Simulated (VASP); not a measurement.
# Tl (P6_3/mmc) in VASP: a series of runs, part 2 of 2

VASP 6.6.1. The steps go on from the part before.

### 4 Single point, PBE

This run uses another cell than the first one, of 28.00 Å³/atom.

Input file INCAR:

```
PREC = Accurate ; ENCUT = 520
EDIFF = 1E-7 ; ISMEAR = -1
SIGMA = 0.05 ; LREAL = False
LASPH = True ; NELM = 80
ALGO = Normal ; ISIF = 2
LWAVE = False ; LCHARG = False
GGA = PE ; NBANDS = 20
```

Input file KPOINTS:

```
Automatic mesh
0
Gamma
  9 9 5
```

Input file POSCAR:

```
Tl
1.0
    3.4328046702      0.0000000000      0.0000000000
   -1.7164023351      2.9728960507      0.0000000000
    0.0000000000      0.0000000000      5.4879183458
Tl
2
Direct
    0.6666666667      0.3333333333      0.7500000000
    0.3333333333      0.6666666667      0.2500000000
```

Potentials or basis: VASP PAW PBE potentials, release 64 (Tl_d).

The run is started by

```sh
$ cat potpaw_PBE.64/Tl_d/POTCAR > POTCAR
$ mpirun -np 1 vasp_std > vasp.out
```

OUTCAR:

```text
PREC = Accurate
   ENCUT = 520
   EDIFF = 1E-7
   ISMEAR = -1
   LREAL = False
   LASPH = True
   NELM = 80
   ISIF = 2
   GGA = PE

 ion  position               nearest neighbor table
   1  0.667  0.333  0.750-   2 3.38   2 3.38   2 3.38   2 3.38   2 3.38   2 3.38
   2  0.333  0.667  0.250-   1 3.38   1 3.38   1 3.38   1 3.38   1 3.38   1 3.38

  LATTYP: Found a hexagonal cell.
 ALAT       =     3.4328046702
 C/A-ratio  =     1.5986689815

  Lattice vectors:

 A1 = (   3.4328046702,   0.0000000000,   0.0000000000)
 A2 = (  -1.7164023351,   2.9728960507,   0.0000000000)
 A3 = (   0.0000000000,   0.0000000000,   5.4879183458)

Analysis of symmetry for initial positions (statically):
=====================================================================
 Subroutine PRICEL returns:
 Original cell was already a primitive cell.

 Routine SETGRP: Setting up the symmetry group for a
 hexagonal supercell.

 Subroutine GETGRP returns: Found 24 space group operations
 (whereof 12 operations were pure point group operations)
 out of a pool of 24 trial point group operations.

The static configuration has the point symmetry D_3d.
 The point group associated with its full space group is D_6h.

Analysis of symmetry for dynamics (positions and initial velocities):
=====================================================================
 Subroutine PRICEL returns:
 Original cell was already a primitive cell.

 Routine SETGRP: Setting up the symmetry group for a
 hexagonal supercell.

 Subroutine GETGRP returns: Found 24 space group operations
 (whereof 12 operations were pure point group operations)
 out of a pool of 24 trial point group operations.

The dynamic configuration has the point symmetry D_3d.
 The point group associated with its full space group is D_6h.

 Subroutine INISYM returns: Found 24 space group operations
 (whereof 12 operations are pure point group operations),
[... 109 lines left out ...]
   EMIN   =  10.00;   EMAX   =-10.00  energy-range for DOS
   EFERMI =   0.00;   METHOD = LEGACY
   ISMEAR =    -1;   SIGMA  =   0.05  broadening in eV -4-tet -1-fermi 0-gaus
   EFERMI_NEDOS =   21; number of points for ismear=-14 and -15
   IALGO  =     38    algorithm
   IMIX   =      4    mixing-type and parameters
     AMIX     =   0.40;   BMIX     =  1.00
     AMIX_MAG =   1.60;   BMIX_MAG =  1.00
  volume/ion in A,a.u.               =      28.00       188.97
  Fermi-wavevector in a.u.,A,eV,Ry     =   1.267614  2.395444 21.862467  1.606846
  Thomas-Fermi vector in A             =   2.400753
   LORBIT       =      0    0 simple, 1 ext, 2 COOP (PROOUT), +10 PAW based schemes
   GGA     = PE    functional components
   LHFCALC =     F    Hartree Fock is set to
   AEXX    =    0.0000 exact exchange contribution
   IVDW    =     0    specifies the selected vdW correction
   LEPSILON=     F    determine dielectric tensor
   LRPA    =     F    only Hartree local field effects (RPA)
 non-spin polarized calculation
  energy-cutoff  :      520.00
  volume of cell :       56.01
 maximum number of plane-waves:      1525
 NGX is ok and might be reduce to    28
   NGX = 13   NGY = 13   NGZ = 21

 number of electron      26.0000001 magnetization

 Free energy of the ion-electron system (eV)
  ---------------------------------------------------
  ext. energy  EPLUGINS =         0.00000000
  ---------------------------------------------------
  free energy    TOTEN  =        -4.35519262 eV

  energy without entropy =       -4.34058863  energy(sigma->0) =       -4.34789062

 E-fermi :   6.7888     XC(G=0): -10.2953

 val. band max:        6.7808279713   @ k =   0.2222   0.2222   0.4000
 cond. band min:       6.8258045546   @ k =   0.2222   0.1111   0.2000
 fundamental gap:      0.0449765833
 Fermi energy:         6.7887586359

 k-point     1 :       0.0000    0.0000    0.0000
  band No.  band energies     occupation
      1      -5.0563      2.00000
      2      -4.8072      2.00000
      3      -4.7887      2.00000
      4      -4.7887      2.00000
      5      -4.7319      2.00000
      6      -4.7319      2.00000
[... 541 lines left out ...]
     19      14.4361      0.00000
     20      21.9566      0.00000

 [... further k-points ...]

------------------------ aborting loop because EDIFF is reached ----------------------------------------

  FORCE on cell =-STRESS in cart. coord.  units (eV):
  Direction    XX          YY          ZZ          XY          YZ          ZX
  --------------------------------------------------------------------------------------
  -------------------------------------------------------------------------------------
  Total        1.3208404      1.3208404      1.8562097      0.0000000     -0.0000000      0.0000000
  in kB       37.7854386     37.7854386     53.1008114      0.0000000     -0.0000000      0.0000000
  external PRESSURE =      42.8905629 kB  Pullay stress =       0.0000000 kB

 VOLUME and BASIS-vectors are now :
 -----------------------------------------------------------------------------
  energy-cutoff  :      520.00
  volume of cell :       56.01
      direct lattice vectors                 reciprocal lattice vectors
     3.432804670  0.000000000  0.000000000     0.291306991  0.168186170  0.000000000
    -1.716402335  2.972896051  0.000000000     0.000000000  0.336372340  0.000000000
     0.000000000  0.000000000  5.487918346     0.000000000  0.000000000  0.182218455

 POSITION                                       TOTAL-FORCE (eV/Angst)
 -----------------------------------------------------------------------------------
      1.71640      0.99097      4.11594         0.000000     -0.000000      0.000000
     -0.00000      1.98193      1.37198        -0.000000      0.000000      0.000000
 -----------------------------------------------------------------------------------
    total drift:                               -0.000000      0.000000     -0.000000

  FREE ENERGIE OF THE ION-ELECTRON SYSTEM (eV)
  ---------------------------------------------------
  free  energy   TOTEN  =        -4.3551926168 eV

  energy  without entropy=       -4.3405886265  energy(sigma->0) =       -4.34789062
```

OSZICAR:

```text
N       E                     dE             d eps       ncg     rms          rms(c)
DAV:   1     0.133455086858E+03    0.13346E+03   -0.14223E+04  1440   0.123E+03
DAV:   2    -0.182042243319E+01   -0.13528E+03   -0.13261E+03  1548   0.278E+02
DAV:   3    -0.439558976892E+01   -0.25752E+01   -0.25656E+01  1672   0.341E+01
DAV:   4    -0.441128299336E+01   -0.15693E-01   -0.15692E-01  1552   0.291E+00
DAV:   5    -0.441149549895E+01   -0.21251E-03   -0.21250E-03  1608   0.336E-01    0.334E+00
DAV:   6    -0.436431712920E+01    0.47178E-01   -0.78090E-02  1536   0.220E+00    0.232E+00
DAV:   7    -0.435595641717E+01    0.83607E-02   -0.37451E-02  1552   0.152E+00    0.706E-01
DAV:   8    -0.435518103289E+01    0.77538E-03   -0.37028E-03  1532   0.454E-01    0.390E-02
DAV:   9    -0.435518740462E+01   -0.63717E-05   -0.25195E-05  1612   0.418E-02    0.152E-02
DAV:  10    -0.435519232917E+01   -0.49245E-05   -0.47286E-06  1604   0.176E-02    0.158E-03
DAV:  11    -0.435519260529E+01   -0.27612E-06   -0.43917E-07  1572   0.464E-03    0.887E-04
DAV:  12    -0.435519261685E+01   -0.11556E-07   -0.45877E-08   824   0.179E-03
   1 F= -.43551926E+01 E0= -.43478906E+01  d E =-.146040E-01
```

stdout:

```text
POSCAR found type information on POSCAR Tl
 POSCAR found :  1 types and       2 ions
 scaLAPACK will be used
 LDA part: xc-table for (Slater+PW92), standard interpolation
 POSCAR, INCAR and KPOINTS ok, starting setup
 FFT: planning ... GRIDC
 FFT: planning ... GRID_SOFT
 FFT: planning ... GRID
 WAVECAR not read
 entering main loop
```

Wall time 13 s (1 thread of Intel Xeon 6975P-C (Granite Rapids), shared host); peak memory 0.18 GiB.

Results:

```
Free energy            : -4.3552 eV
Pressure               : 4.3 GPa
Band gap on the k mesh : zero (bands 13 and 14 overlap by 3.78 eV)
```

Levels at points of the mesh, in eV from the Fermi level:
```
           k point  band 9  band 10  band 11  band 12  band 13  band 14  band 15  band 16  band 17  band 18
(0.00, 0.00, 0.00)  -11.10   -11.10   -10.18    -5.09    -2.91     8.13     8.13    10.26    10.26    10.35
```

Caveat: the cell stands under pressure; spin-orbit coupling is left out, which moves the levels of the heavy elements.

### 5 Overview

| level | potentials or basis | cell | gap on the mesh (eV) | pressure (GPa) |
| --- | --- | --- | --- | --- |
| PBE | VASP PAW PBE potentials, release 64 (Tl_d) | a = 3.409, b = 3.409, c = 5.450 Å, angles 90.0, 90.0, 120.0°, 2 atoms | none | 5.3 |
| LDA | VASP PAW LDA potentials, release 64 (Tl_d) | a = 3.433, b = 3.433, c = 5.488 Å, angles 90.0, 90.0, 120.0°, 2 atoms | none | -0.8 |
| PBE | VASP PAW PBE potentials, release 64 (Tl_d) | a = 3.433, b = 3.433, c = 5.488 Å, angles 90.0, 90.0, 120.0°, 2 atoms | none | 4.3 |

Alike in all rows: task single point; no spin polarisation; k mesh 9 × 9 × 5; cutoff (eV) 520; smearing fermi-dirac 0.05 eV.

Caveats: spin-orbit coupling is left out, which moves the levels of the heavy elements; the cell stands under pressure (at least some runs).

Absolute energies hang on the potentials; compare differences alone.
